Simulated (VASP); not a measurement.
# Sn (I4_1/amd) in VASP: further runs

Sn is run at these levels: PBEsol+D3(BJ), LDA, BLYP+D3(BJ), PBE; tasks: single point, vibrations by perturbation theory, elastic constants.

Program: VASP 6.6.1. These are calculated values, not measurements. Logs are shortened: lines on timing, memory, paths and dates and some standing lists are left out, and cuts for length are marked.

### 1 The cell of the first run

Symmetry: I4_1/amd, No. 141, tetragonal system. The conventional cell has a = 5.880 Å, b = 5.880 Å, c = 3.199 Å, α = 90.00°, β = 90.00°, γ = 90.00°. Sn (site symmetry -4m2) has 10 Sn at 3.05 to 3.79 Å within 4.0 Å.

### 2 Single point, PBEsol+D3(BJ)

Contents of POSCAR:

```
Sn
1.0
   -2.9401404550      2.9401404550      1.5993019900
    2.9401404550     -2.9401404550      1.5993019900
    2.9401404550      2.9401404550     -1.5993019900
Sn
2
Direct
    0.0000000000      1.0000000000      0.0000000000
    0.7500000000      0.2500000000      0.5000000000
```

Contents of INCAR.step1:

```
SYSTEM = Sn
PREC = Accurate
ENCUT = 400
EDIFF = 1E-6
ISMEAR = -1
SIGMA = 0.01
LREAL = .FALSE.
LASPH = .TRUE.
NELM = 120
ALGO = Normal
ISIF = 2
LWAVE = .FALSE.
LCHARG = .TRUE.
GGA = PS
IVDW = 12
NBANDS = 21
GGA_COMPAT = .FALSE.
NEDOS = 2001
LORBIT = 11
```

Contents of KPOINTS.step1:

```
regular mesh
0
G
  9 9 9
  0 0 0
```

Contents of INCAR.step2:

```
SYSTEM = Sn
PREC = Accurate
ENCUT = 400
EDIFF = 1E-6
ISMEAR = -5
SIGMA = 0.01
LREAL = .FALSE.
LASPH = .TRUE.
NELM = 120
ALGO = Normal
ISIF = 2
LWAVE = .FALSE.
LCHARG = .FALSE.
GGA = PS
IVDW = 12
LORBIT = 11
NBANDS = 21
NEDOS = 2001
ICHARG = 11
GGA_COMPAT = .FALSE.
```

Contents of KPOINTS.step2:

```
regular mesh
0
G
  14 14 14
  0 0 0
```

Potentials or basis: VASP PAW PBE potentials, release 64 (Sn_d).

Started as:

```bash
> cat potpaw_PBE.64/Sn_d/POTCAR > POTCAR
> cp INCAR.step1 INCAR
> cp KPOINTS.step1 KPOINTS
> mpirun -np 1 vasp_std > vasp.out
> cp INCAR.step2 INCAR
> cp KPOINTS.step2 KPOINTS
> mpirun -np 1 vasp_std > vasp.out
```

OUTCAR:

```text
SYSTEM = Sn
   PREC = Accurate
   ENCUT = 400
   EDIFF = 1E-6
   ISMEAR = -5
   LREAL = .FALSE.
   LASPH = .TRUE.
   NELM = 120
   ISIF = 2
   GGA = PS
   IVDW = 12
   LORBIT = 11
   ICHARG = 11
 IVDW          = 12

 ion  position               nearest neighbor table
   1  0.000  0.000  0.000-   2 3.05   2 3.05   2 3.05   2 3.05
   2  0.750  0.250  0.500-   1 3.05   1 3.05   1 3.05   1 3.05

  LATTYP: Found a body centered tetragonal cell.
 ALAT       =     5.8802809100
 C/A-ratio  =     0.5439542819

  Lattice vectors:

 A1 = (  -2.9401404550,   2.9401404550,   1.5993019900)
 A2 = (   2.9401404550,  -2.9401404550,   1.5993019900)
 A3 = (   2.9401404550,   2.9401404550,  -1.5993019900)

Analysis of symmetry for initial positions (statically):
=====================================================================
 Subroutine PRICEL returns:
 Original cell was already a primitive cell.

 Routine SETGRP: Setting up the symmetry group for a
 body centered tetragonal supercell.

 Subroutine GETGRP returns: Found 16 space group operations
 (whereof  8 operations were pure point group operations)
 out of a pool of 16 trial point group operations.

The static configuration has the point symmetry D_2d.
 The point group associated with its full space group is D_4h.

Analysis of symmetry for dynamics (positions and initial velocities):
=====================================================================
 Subroutine PRICEL returns:
 Original cell was already a primitive cell.

 Routine SETGRP: Setting up the symmetry group for a
 body centered tetragonal supercell.

 Subroutine GETGRP returns: Found 16 space group operations
 (whereof  8 operations were pure point group operations)
 out of a pool of 16 trial point group operations.

The dynamic configuration has the point symmetry D_2d.
 The point group associated with its full space group is D_4h.

 Subroutine INISYM returns: Found 16 space group operations
 (whereof  8 operations are pure point group operations),
 and found     1 'primitive' translations

----------------------------------------------------------------------------------------

                                     Primitive cell

  volume of cell :      55.3002

  direct lattice vectors                    reciprocal lattice vectors
    -2.940140455  2.940140455  1.599301990     0.000000000  0.170059903  0.312636390
     2.940140455 -2.940140455  1.599301990     0.170059903  0.000000000  0.312636390
     2.940140455  2.940140455 -1.599301990     0.170059903  0.170059903  0.000000000

  length of vectors
     4.454954393  4.454954393  4.454954393     0.355895887  0.355895887  0.240501021

  position of ions in fractional coordinates (direct lattice)
     0.000000000  0.000000000  0.000000000
     0.750000000  0.250000000  0.500000000

  ion indices of the primitive-cell ions
   primitive index   ion index
                 1           1
                 2           2

----------------------------------------------------------------------------------------

 KPOINTS: regular mesh

Automatic generation of k-mesh.
 Grid dimensions read from file:
 generate k-points for:   14   14   14

 Generating k-lattice:

  Cartesian coordinates                     Fractional coordinates (reciprocal lattice)
     0.000000000  0.012147136  0.022331171     0.071428571  0.000000000  0.000000000
     0.012147136  0.000000000  0.022331171     0.000000000  0.071428571  0.000000000
     0.012147136  0.012147136  0.000000000     0.000000000  0.000000000  0.071428571

  Length of vectors
     0.025421135  0.025421135  0.017178644

  Shift w.r.t. Gamma in fractional coordinates (k-lattice)
     0.000000000  0.000000000  0.000000000

 TETIRR: Found   6594 inequivalent tetrahedra from    16464

 Subroutine IBZKPT returns following result:
 ===========================================

 Found    244 irreducible k-points:

 Following reciprocal coordinates:
            Coordinates               Weight
  0.000000  0.000000  0.000000      1.000000
  0.071429  0.000000  0.000000      8.000000
  0.142857  0.000000  0.000000      8.000000
  0.214286  0.000000  0.000000      8.000000
  0.285714 -0.000000  0.000000      8.000000
  0.357143  0.000000  0.000000      8.000000
[... 16 lines left out ...]
  0.214286  0.142857  0.000000     16.000000
  0.285714  0.142857 -0.000000     16.000000
 [... further k-points ...]
   k-points           NKPTS =    244   k-points in BZ     NKDIM =    244   number of bands    NBANDS=     21
   number of dos      NEDOS =   2001   number of ions     NIONS =      2
   total plane-waves  NPLWV =  27000
   dimension x,y,z NGX =    30 NGY =   30 NGZ =   30
   dimension x,y,z NGXF=    60 NGYF=   60 NGZF=   60
   ions per type =               2
   NGX,Y,Z   is equivalent  to a cutoff of  11.20, 11.20, 11.20 a.u.
   NGXF,Y,Z  is equivalent  to a cutoff of  22.39, 22.39, 22.39 a.u.
 SYSTEM =  Sn
   PREC   = accura    normal or accurate (medium, high low for compatibility)
   ISTART =      0    job   : 0-new  1-cont  2-samecut
   ICHARG =     11    charge: 1-file 2-atom 10-const
   ISPIN  =      1    spin polarized calculation?
   LNONCOLLINEAR =      F non collinear calculations
   LSORBIT =      F    spin-orbit coupling
   LASPH  =      T    aspherical Exc in radial PAW
   ENCUT  =  400.0 eV  29.40 Ry    5.42 a.u.   7.26  7.26  7.26*2*pi/ulx,y,z
   NELM   =    120;   NELMIN=  2; NELMDL=  0     # of ELM steps
   EDIFF  = 0.1E-05   stopping-criterion for ELM
   LREAL  =      F    real-space projection
   EDIFFG = 0.1E-04   stopping-criterion for IOM
   NSW    =      0    number of steps for IOM
   IBRION =     -1    ionic relax: 0-MD 1-quasi-New 2-CG
   NFREE  =      0    steps in history (QN), initial steepest desc. (CG)
   ISIF   =      2    stress and relaxation
   ISYM   =      2    0-nonsym 1-usesym 2-fastsym
   POTIM  = 0.5000    time-step for ionic-motion
   TEBEG  =    0.0;   TEEND  =   0.0 temperature during run
   PSTRESS=    0.0 pullay stress
   NELECT =      28.0000    total number of electrons
   NUPDOWN=      -1.0000    fix difference up-down
   EMIN   =  10.00;   EMAX   =-10.00  energy-range for DOS
   EFERMI =   0.00;   METHOD = LEGACY
   ISMEAR =    -5;   SIGMA  =   0.01  broadening in eV -4-tet -1-fermi 0-gaus
   EFERMI_NEDOS =   21; number of points for ismear=-14 and -15
   IALGO  =     38    algorithm
   IMIX   =      4    mixing-type and parameters
     AMIX     =   0.40;   BMIX     =  1.00
     AMIX_MAG =   1.60;   BMIX_MAG =  1.00
  volume/ion in A,a.u.               =      27.65       186.59
  Fermi-wavevector in a.u.,A,eV,Ry     =   1.304824  2.465760 23.164816  1.702566
  Thomas-Fermi vector in A             =   2.435734
   LORBIT       =     11    0 simple, 1 ext, 2 COOP (PROOUT), +10 PAW based schemes
   GGA     = PS    functional components
   LHFCALC =     F    Hartree Fock is set to
   AEXX    =    0.0000 exact exchange contribution
   IVDW    =    12    specifies the selected vdW correction
   LEPSILON=     F    determine dielectric tensor
   LRPA    =     F    only Hartree local field effects (RPA)
 non-spin polarized calculation
 Fermi weights with tetrahedron method with Bloechl corrections
  energy-cutoff  :      400.00
  volume of cell :       55.30
 maximum number of plane-waves:      1029
 NGX is ok and might be reduce to    30

 number of electron      27.9999992 magnetization

 Free energy of the ion-electron system (eV)
  ---------------------------------------------------
  ext. energy  EPLUGINS =         0.00000000
  ---------------------------------------------------
  free energy    TOTEN  =        -8.51311565 eV

  energy without entropy =       -8.51311565  energy(sigma->0) =       -8.51311565

 E-fermi :   7.5756     XC(G=0): -10.3636

 val. band max:        7.7033157806   @ k =   0.5000   0.3571   0.0714
 cond. band min:       7.4601261920   @ k =  -0.1429  -0.2143   0.1429
 fundamental gap:     -0.2431895885
 Fermi energy:         7.5755554778

 k-point     1 :       0.0000    0.0000    0.0000
  band No.  band energies     occupation
      1     -13.9365      2.00000
      2     -13.8571      2.00000
      3     -13.8136      2.00000
      4     -13.8043      2.00000
      5     -13.6600      2.00000
      6     -13.6600      2.00000
[... 13 lines left out ...]
     20      17.3501      0.00000
     21      18.0090      0.00000

 k-point     2 :       0.0714    0.0000    0.0000
  band No.  band energies     occupation
      1     -13.9335      2.00000
      2     -13.8471      2.00000
      3     -13.8101      2.00000
      4     -13.7926      2.00000
      5     -13.6673      2.00000
      6     -13.6664      2.00000
[... 13 lines left out ...]
     20      17.1091      0.00000
     21      17.2533      0.00000

 k-point     3 :       0.1429    0.0000    0.0000
  band No.  band energies     occupation
      1     -13.9243      2.00000
      2     -13.8202      2.00000
      3     -13.8001      2.00000
      4     -13.7633      2.00000
      5     -13.6837      2.00000
      6     -13.6751      2.00000
[... 13 lines left out ...]
     20      15.9743      0.00000
     21      16.1544      0.00000
[... 457 lines left out ...]
 k-point    23 :       0.2143    0.1429    0.0000
  band No.  band energies     occupation
      1     -13.8923      2.00000
      2     -13.7714      2.00000
      3     -13.7635      2.00000
      4     -13.7255      2.00000
      5     -13.7191      2.00000
      6     -13.7054      2.00000
[... 13 lines left out ...]
     20      14.6599      0.00000
     21      15.6234      0.00000

 k-point    24 :       0.2857    0.1429   -0.0000
  band No.  band energies     occupation
      1     -13.8822      2.00000
      2     -13.7822      2.00000
      3     -13.7536      2.00000
      4     -13.7462      2.00000
      5     -13.7155      2.00000
      6     -13.7102      2.00000
[... 13 lines left out ...]
     20      15.1051      0.00000
     21      16.4495      0.00000

 [... further k-points ...]

------------------------ aborting loop because EDIFF is reached ----------------------------------------

 Edisp (eV)   -0.76265

 E8    (eV) :    -0.5370

  FORCE on cell =-STRESS in cart. coord.  units (eV):
  Direction    XX          YY          ZZ          XY          YZ          ZX
  --------------------------------------------------------------------------------------
  -------------------------------------------------------------------------------------
  Total      -1.39976    -1.39976    -1.40503     0.00000     0.00000     0.00000
  in kB     -40.55423   -40.55423   -40.70708     0.00000     0.00000     0.00000
  external pressure =      -40.61 kB  Pullay stress =        0.00 kB

 VOLUME and BASIS-vectors are now :
 -----------------------------------------------------------------------------
  energy-cutoff  :      400.00
  volume of cell :       55.30
      direct lattice vectors                 reciprocal lattice vectors
    -2.940140455  2.940140455  1.599301990     0.000000000  0.170059903  0.312636390
     2.940140455 -2.940140455  1.599301990     0.170059903  0.000000000  0.312636390
     2.940140455  2.940140455 -1.599301990     0.170059903  0.170059903  0.000000000

 POSITION                                       TOTAL-FORCE (eV/Angst)
 -----------------------------------------------------------------------------------
      0.00000      0.00000      0.00000         0.000000     -0.000000     -0.000000
      0.00000      2.94014      0.79965        -0.000000      0.000000      0.000000
 -----------------------------------------------------------------------------------
    total drift:                                0.000000     -0.000000      0.000000

  FREE ENERGIE OF THE ION-ELECTRON SYSTEM (eV)
  ---------------------------------------------------
  free  energy   TOTEN  =        -9.2757648450 eV

  energy  without entropy=       -9.2757648450  energy(sigma->0) =       -9.27576485

 total charge

# of ion       s       p       d       tot
------------------------------------------
    1        1.233   0.999   9.974  12.206
    2        1.233   0.999   9.974  12.206
--------------------------------------------------
tot          2.466   1.997  19.948  24.411
```

Wall time 2.8 min (1 thread of Intel Xeon Platinum 8375C at 2.90GHz (Ice Lake), shared host); peak memory 0.28 GiB.

Results:

| Quantity | Value |
| --- | --- |
| Valence electrons inside the program's atomic spheres | Sn 12.21 |
| Dispersion energy per atom | -0.381 eV |

Caveat: the PAW data sets were made with another functional, which shifts forces and pressure a little; spin-orbit coupling is left out, which moves the levels of the heavy elements; tetrahedron occupations give inexact forces and stress in metals.

(Part 1 of 2 ends here.)
